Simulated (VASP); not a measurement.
# AlFe (Pm-3m) in VASP: further runs

Runs on AlFe. Level: PBEsol. Tasks: single point.

All numbers are computed with VASP 6.6.1; they aren't measurements. Logs are shortened: lines on timing, memory, paths and dates and some standing lists are left out, and cuts for length are marked.

### Step 1. The cell of the first run

The structure is cubic, space group Pm-3m (No. 221). The conventional cell has a = 2.910 Å, b = 2.910 Å, c = 2.910 Å, α = 90.00°, β = 90.00°, γ = 90.00°. Al (site symmetry m-3m) has 8 Fe at 2.52 Å and 6 Al at 2.91 Å within 3.3 Å. Fe (site symmetry m-3m) has 8 Al at 2.52 Å and 6 Fe at 2.91 Å within 3.3 Å.

### Step 2. Single point, PBEsol, collinear spin, ferromagnetic start

Input file INCAR:

```
SYSTEM = AlFe
  PREC = Accurate
  ENCUT = 520
  EDIFF = 1E-6
  ISMEAR = 0
  SIGMA = 0.15
  LREAL = .False.
  LASPH = .True.
  NELM = 150
  ALGO = Normal
  ISIF = 2
  LWAVE = .False.
  LCHARG = .False.
  ISPIN = 2
  MAGMOM = 0 0.84
  LORBIT = 11
  LMAXMIX = 4
  GGA = PS
  NBANDS = 16
```

Input file KPOINTS:

```
Automatic mesh
0
Gamma
  18 18 18
  0 0 0
```

Input file POSCAR:

```
AlFe
1.0
    2.9100000000      0.0000000000      0.0000000000
    0.0000000000      2.9100000000      0.0000000000
    0.0000000000      0.0000000000      2.9100000000
Al Fe
1 1
Direct
    0.0000000000      0.0000000000      0.0000000000
    0.5000000000      0.5000000000      0.5000000000
```

Potentials or basis: VASP PAW PBE potentials, release 64 (Al, Fe).

The run is started by

```console
$ cat potpaw_PBE.64/Al/POTCAR potpaw_PBE.64/Fe/POTCAR > POTCAR
$ mpirun -np 1 vasp_std > vasp.out
```

OUTCAR:

```text
SYSTEM = AlFe
   PREC = Accurate
   ENCUT = 520
   EDIFF = 1E-6
   ISMEAR = 0
   LREAL = .False.
   LASPH = .True.
   NELM = 150
   ISIF = 2
   ISPIN = 2
   LORBIT = 11
   GGA = PS

 ion  position               nearest neighbor table
   1  0.000  0.000  0.000-   2 2.52   2 2.52   2 2.52   2 2.52   2 2.52   2 2.52   2 2.52   2 2.52

   2  0.500  0.500  0.500-   1 2.52   1 2.52   1 2.52   1 2.52   1 2.52   1 2.52   1 2.52   1 2.52

  LATTYP: Found a simple cubic cell.
 ALAT       =     2.9100000000

  Lattice vectors:

 A1 = (   2.9100000000,   0.0000000000,   0.0000000000)
 A2 = (   0.0000000000,   2.9100000000,   0.0000000000)
 A3 = (   0.0000000000,   0.0000000000,   2.9100000000)

Analysis of symmetry for initial positions (statically):
=====================================================================
 Subroutine PRICEL returns:
 Original cell was already a primitive cell.

 Routine SETGRP: Setting up the symmetry group for a
 simple cubic supercell.

 Subroutine GETGRP returns: Found 48 space group operations
 (whereof 48 operations were pure point group operations)
 out of a pool of 48 trial point group operations.

The static configuration has the point symmetry O_h .

Analysis of symmetry for dynamics (positions and initial velocities):
=====================================================================
 Subroutine PRICEL returns:
 Original cell was already a primitive cell.

 Routine SETGRP: Setting up the symmetry group for a
 simple cubic supercell.

 Subroutine GETGRP returns: Found 48 space group operations
 (whereof 48 operations were pure point group operations)
 out of a pool of 48 trial point group operations.

The dynamic configuration has the point symmetry O_h .

Analysis of structural, dynamic, and magnetic symmetry:
=====================================================================
 Subroutine PRICEL returns:
 Original cell was already a primitive cell.

 Routine SETGRP: Setting up the symmetry group for a
 simple cubic supercell.

 Subroutine GETGRP returns: Found 48 space group operations
 (whereof 48 operations were pure point group operations)
 out of a pool of 48 trial point group operations.

The overall configuration has the point symmetry O_h .

 Subroutine INISYM returns: Found 48 space group operations
 (whereof 48 operations are pure point group operations),
 and found     1 'primitive' translations

----------------------------------------------------------------------------------------

[... 111 lines left out ...]
     AMIX     =   0.40;   BMIX     =  1.00
     AMIX_MAG =   1.60;   BMIX_MAG =  1.00
  volume/ion in A,a.u.               =      12.32        83.15
  Fermi-wavevector in a.u.,A,eV,Ry     =   1.251160  2.364349 21.298567  1.565401
  Thomas-Fermi vector in A             =   2.385120
   LORBIT       =     11    0 simple, 1 ext, 2 COOP (PROOUT), +10 PAW based schemes
   GGA     = PS    functional components
   LHFCALC =     F    Hartree Fock is set to
   AEXX    =    0.0000 exact exchange contribution
   IVDW    =     0    specifies the selected vdW correction
   LEPSILON=     F    determine dielectric tensor
   LRPA    =     F    only Hartree local field effects (RPA)
 spin polarized calculation
 Gauss-broadening in eV      SIGMA  =   0.15
  energy-cutoff  :      520.00
  volume of cell :       24.64
 maximum number of plane-waves:       691
 NGX is ok and might be reduce to    24
   NGX = 11   NGY = 11   NGZ = 11

 number of electron      10.9999994 magnetization       0.7275148

 Free energy of the ion-electron system (eV)
  ---------------------------------------------------
  ext. energy  EPLUGINS =         0.00000000
  ---------------------------------------------------
  free energy    TOTEN  =       -13.68768862 eV

  energy without entropy =      -13.66266264  energy(sigma->0) =      -13.67517563

 E-fermi :   7.5540     XC(G=0): -12.0826

 val. band max:        7.5449905889   @ k =   0.1667   0.1111   0.1111
 cond. band min:       7.5541363800   @ k =   0.4444   0.2778   0.0000
 fundamental gap:      0.0091457911
 Fermi energy:         7.5539898189

 spin component 1

 k-point     1 :       0.0000    0.0000    0.0000
  band No.  band energies     occupation
      1      -2.6796      1.00000
      2       5.0843      1.00000
      3       5.0843      1.00000
      4       7.1434      0.99995
      5       7.1434      0.99995
      6       7.1434      0.99995
[... 435 lines left out ...]
      5       6.4597      1.00000
      6       7.1218      0.99998
[... 8 lines left out ...]
     15      27.4983      0.00000
     16      27.5844      0.00000

 [... further k-points ...]

 spin component 2

 k-point     1 :       0.0000    0.0000    0.0000
  band No.  band energies     occupation
      1      -2.6658      1.00000
      2       5.5074      1.00000
      3       5.5074      1.00000
      4       7.9752      0.00004
      5       7.9752      0.00004
      6       7.9752      0.00004
[... 435 lines left out ...]
      5       7.2037      0.99952
      6       7.9498      0.00009
[... 8 lines left out ...]
     15      27.5105      0.00000
     16      27.6521      0.00000

 [... further k-points ...]
[... 5 lines left out ...]
  --------------------------------------------------------------------------------------
  -------------------------------------------------------------------------------------
  Total       -1.6639390     -1.6639390     -1.6639390     -0.0000000      0.0000000     -0.0000000
  in kB     -108.1854885   -108.1854885   -108.1854885     -0.0000000      0.0000000     -0.0000000
  external PRESSURE =    -108.1854885 kB  Pullay stress =       0.0000000 kB

 VOLUME and BASIS-vectors are now :
 -----------------------------------------------------------------------------
  energy-cutoff  :      520.00
  volume of cell :       24.64
      direct lattice vectors                 reciprocal lattice vectors
     2.910000000  0.000000000  0.000000000     0.343642612  0.000000000  0.000000000
     0.000000000  2.910000000  0.000000000     0.000000000  0.343642612  0.000000000
     0.000000000  0.000000000  2.910000000     0.000000000  0.000000000  0.343642612

 POSITION                                       TOTAL-FORCE (eV/Angst)
 -----------------------------------------------------------------------------------
      0.00000      0.00000      0.00000         0.000000      0.000000      0.000000
      1.45500      1.45500      1.45500         0.000000      0.000000      0.000000
 -----------------------------------------------------------------------------------
    total drift:                                0.000000     -0.000000     -0.000000

  FREE ENERGIE OF THE ION-ELECTRON SYSTEM (eV)
  ---------------------------------------------------
  free  energy   TOTEN  =       -13.6876886237 eV

  energy  without entropy=      -13.6626626385  energy(sigma->0) =      -13.67517563

 total charge

# of ion       s       p       d       tot
------------------------------------------
    1        0.394   0.419   0.000   0.814
    2        0.420   0.476   6.458   7.354
--------------------------------------------------
tot          0.815   0.896   6.458   8.168

 magnetization (x)

# of ion       s       p       d       tot
------------------------------------------
    1       -0.008  -0.016   0.000  -0.024
    2       -0.001   0.006   0.766   0.771
--------------------------------------------------
tot         -0.009  -0.010   0.766   0.747
```

OSZICAR:

```text
N       E                     dE             d eps       ncg     rms          rms(c)
DAV:   1     0.283522159551E+02    0.28352E+02   -0.42451E+03 14328   0.651E+02
DAV:   2    -0.143210690595E+02   -0.42673E+02   -0.38105E+02 16696   0.139E+02
DAV:   3    -0.157728604480E+02   -0.14518E+01   -0.14360E+01 17352   0.270E+01
DAV:   4    -0.157931441865E+02   -0.20284E-01   -0.20277E-01 17392   0.286E+00
DAV:   5    -0.157938138553E+02   -0.66967E-03   -0.66966E-03 18096   0.575E-01    0.142E+01
DAV:   6    -0.182659904296E+02   -0.24722E+01   -0.56359E+01 16136   0.799E+01    0.202E+01
DAV:   7    -0.137290998751E+02    0.45369E+01   -0.35175E+01 16760   0.512E+01    0.290E+00
DAV:   8    -0.137024954580E+02    0.26604E-01   -0.14567E-01 17640   0.274E+00    0.175E+00
DAV:   9    -0.136882485301E+02    0.14247E-01   -0.60792E-02 17312   0.203E+00    0.700E-01
DAV:  10    -0.136875589365E+02    0.68959E-03   -0.13543E-03 18352   0.218E-01    0.255E-01
DAV:  11    -0.136876678329E+02   -0.10890E-03   -0.19201E-04 18536   0.114E-01    0.166E-01
DAV:  12    -0.136876857663E+02   -0.17933E-04   -0.21968E-04 20096   0.103E-01    0.659E-02
DAV:  13    -0.136876892085E+02   -0.34422E-05   -0.24583E-05 19216   0.437E-02    0.227E-02
DAV:  14    -0.136876886237E+02    0.58483E-06   -0.20667E-06 10632   0.147E-02
   1 F= -.13687689E+02 E0= -.13675176E+02  d E =-.250260E-01  mag=     0.7285
```

Run time: 78 s. Hardware: 1 thread of Intel Xeon Platinum 8259CL at 2.50GHz (Skylake/Cascade Lake), shared host; peak memory 0.25 GiB.

Results:

```yaml
Free_energy: -13.6877 eV
Pressure: -10.8 GPa
Net_moment: 0.73 μB per cell
Site_moments: Al -0.02; Fe +0.77 μB
Valence_electrons_inside_the_program's_atomic_spheres: Al 0.81; Fe 7.35
```

Caveat: the PAW data sets were made with another functional, which shifts forces and pressure a little.

### Step 3. Single point, PBEsol, collinear spin, ferromagnetic start

Input file INCAR:

```
  PREC = Accurate
  ENCUT = 520
  EDIFF = 1E-6
  ISMEAR = 0
  SIGMA = 0.15
  LREAL = F
  LASPH = T
  NELM = 150
  ALGO = Normal
  ISIF = 2
  LWAVE = F
  LCHARG = T
  ISPIN = 2
  MAGMOM = 0 0.84
  LORBIT = 11
  LMAXMIX = 4
  GGA = PS
  LELF = T
  LVHAR = T
  NBANDS = 16
```

Input file KPOINTS:

```
Automatic mesh
0
Gamma
  16 16 16
```

POSCAR is that of step 2.

Potentials or basis: VASP PAW PBE potentials, release 64 (Al, Fe).

The run is started by

```console
$ cat potpaw_PBE.64/Al/POTCAR potpaw_PBE.64/Fe/POTCAR > POTCAR
$ mpirun -np 1 vasp_std > vasp.out
```

Run time: 1.8 min. Hardware: 1 thread of AMD EPYC 7R43 (Zen 3), shared host; peak memory 0.19 GiB.

The run converged. Its results:

* Free energy: -13.6870 eV
* Pressure: -10.8 GPa
* Net moment: 0.72 μB per cell
* Site moments: Al -0.02; Fe +0.76 μB
* Valence electrons inside the program's atomic spheres: Al 0.81; Fe 7.36

Levels at points of the mesh, in eV from the Fermi level:
Spin up:
```tsv
k point	band 3	band 4	band 5	band 6	band 7	band 8	band 9	band 10
(0.00, 0.00, 0.00)	-2.47	-0.41	-0.41	-0.41	6.10	6.10	6.10	9.09
(0.50, 0.00, 0.00)	-1.89	-1.31	-1.31	-0.29	0.74	8.62	10.74	10.74
(0.50, 0.50, 0.00)	-2.11	-2.11	-1.08	-1.08	0.31	3.00	3.77	12.37
(0.50, 0.50, 0.50)	-3.51	0.35	0.35	2.86	2.86	2.86	3.92	5.68
```
Spin down:
| k point | band 3 | band 4 | band 5 | band 6 | band 7 | band 8 |
| --- | --- | --- | --- | --- | --- | --- |
| (0.00, 0.00, 0.00) | -2.05 | 0.41 | 0.41 | 0.41 | 6.13 | 6.13 |
| (0.50, 0.00, 0.00) | -1.40 | -0.60 | -0.60 | 0.54 | 1.30 | 8.53 |
| (0.50, 0.50, 0.00) | -2.11 | -2.11 | -0.33 | -0.33 | 0.93 | 3.37 |
| (0.50, 0.50, 0.50) | -3.11 | 0.97 | 0.97 | 2.93 | 2.93 | 2.93 |

Caveat: the PAW data sets were made with another functional, which shifts forces and pressure a little.
